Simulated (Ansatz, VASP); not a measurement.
# Two plane-wave programs on NaHF2

The input POSCAR:

```
NaHF2
1.0
    1.7135624000      0.9893257100      4.5712872300
   -1.7135624000      0.9893257100      4.5712872300
    0.0000000000     -1.9786514200      4.5712872300
Na H F
1 1 2
Direct
    0.0000000000      0.0000000000      0.0000000000
    0.5000000000      0.5000000000      0.5000000000
    0.4171989800      0.4171989800      0.4171989800
    0.5828010200      0.5828010200      0.5828010200
```

File INCAR.step1:

```
SYSTEM = NaHF2
PREC = Accurate
ENCUT = 520
ISMEAR = -1
SIGMA = 0.02
LREAL = .FALSE.
LASPH = .TRUE.
NELM = 100
NBANDS = 19
GGA = PE
ALGO = Normal
EDIFF = 1E-4
LWAVE = .TRUE.
LCHARG = .FALSE.
```

File INCAR.step2:

```
SYSTEM = NaHF2
PREC = Accurate
ENCUT = 520
EDIFF = 1E-7
ISMEAR = -1
SIGMA = 0.02
LREAL = .FALSE.
LASPH = .TRUE.
NELM = 100
ALGO = Normal
ISIF = 2
LWAVE = .FALSE.
LCHARG = .FALSE.
METAGGA = R2SCAN
LMIXTAU = .TRUE.
NBANDS = 19
ISTART = 1
```

File KPOINTS:

```
Automatic mesh
0
G
  10 10 10
  0 0 0
```

Input for Ansatz:

```yaml
crystal:
  lattice:
    - [1.7135624, 0.98932571, 4.57128723]
    - [-1.7135624, 0.98932571, 4.57128723]
    - [0.0, -1.97865142, 4.57128723]
  atoms:
    - { symbol: Na, position: [0.0, 0.0, 0.0] }
    - { symbol: H, position: [0.5, 0.5, 0.5] }
    - { symbol: F, position: [0.41719898, 0.41719898, 0.41719898] }
    - { symbol: F, position: [0.58280102, 0.58280102, 0.58280102] }
  symmetry: { tolerance: 0.0003 }
hamiltonian:
  xc: r2scan
  pseudopotentials: { kind: paw, azcp: { folder: soft_1 } }
basis:
  ecutwfc: 500
magnetization:
  spin_polarized: false
scf:
  occupations: { method: fermi_dirac, width: 0.02 }
kpoints:
  mp_grid: { grid: [10, 10, 10], shift: [0, 0, 0] }
  band_path:
    path:
      - [0.0, 0.0, 0.0]
      - [0.5, 0.5, 0.5]
      - [0.80210777, 0.19789223, 0.5]
      - [0.5, -0.19789223, 0.19789223]
      - [0.5, 0.0, 0.0]
      - [0.0, 0.0, 0.0]
      - [0.34894612, -0.34894612, 0.0]
      - [0.65105388, 0.0, 0.34894612]
      - [0.5, 0.0, 0.5]
      - [0.0, 0.0, 0.0]
    npoints: 12
output:
  forces: true
  stress: true
  eigenvalues: true
  bader: true
  populations: true
  elf: true
  write_potential: true
  write_density: true
  volumetric_format: npy
  dos:
    e_range: [-12, 8]
    de: 0.05
    projected: { site_lists: { F: [F], H: [H], Na: [Na] } }
```

Alike in both runs: task single point; functional r2SCAN; k mesh 10 × 10 × 10; occupations fermi-dirac, width 0.02 eV; no spin polarisation.

```csv
,VASP,Ansatz
version,VASP 6.6.1,Ansatz 0.2.0
potentials or method,"VASP PAW PBE potentials, release 64 (Na_pv, H, F), cutoff 520 eV",PAW plane waves
valence electrons in the cell,22,24
```

VASP gave:

```
gap on the k mesh at the Fermi level (eV)                     : 7.81
pressure (GPa)                                                : -0.3
traceless stress, the component that is largest in VASP (GPa) : 0.60
rms of the force components (eV/Å)                            : 0.039
```

Problem. What did Ansatz give for the same quantities?

Solution. gap on the k mesh at the Fermi level (eV): 7.82; pressure (GPa): 0.0; traceless stress, the component that is largest in VASP (GPa): 0.00; rms of the force components (eV/Å): 0.000.

VASP's potentials were made for PBE, not for r2SCAN. Atom by atom the forces differ by 0.039 eV/Å (rms over components). VASP's potentials hold 22 valence electrons a cell and Ansatz's 24, so a difference there can come from the potentials and not from the codes.
